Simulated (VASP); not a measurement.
The system is SnSe2.

```
Sn Se
1.0
     1.91229    1.10406    6.33509
    -1.91229    1.10406    6.33509
     0.00000   -2.20812    6.33509
Sn Se
1 2
Direct
  0.00000 0.00000 0.00000
  0.25056 0.25056 0.25056
  0.74944 0.74944 0.74944
```

Base run:

```yaml
Program: VASP 6.6.1
Functional: r2SCAN
Potentials_or_basis: VASP PAW PBE potentials, release 64 (Sn_d, Se)
Cutoff: 520 eV
k_mesh: 6 × 6 × 6
Occupations: gaussian, width 0.01 eV
Spin: no spin polarisation
```

Its results: band gap on the k mesh 0.58 eV, indirect (least direct gap 0.82 eV); pressure 1.0 GPa; largest force 0.020 eV/Å.

Task: The run is repeated on the same cell with these changes: functional from r2SCAN to PBE. What comes out?

Result: Band gap on the k mesh 0.30 eV, indirect (least direct gap 0.54 eV); pressure 3.0 GPa; largest force 0.251 eV/Å.

r2SCAN gives the wider gap, since meta-GGAs in the generalised Kohn-Sham scheme recover part of the derivative discontinuity.

Caveats: spin-orbit coupling is left out, which moves the levels of the heavy elements; the PAW data sets were made with another functional, which shifts forces and pressure a little (some runs).

A k mesh can miss the band edges.
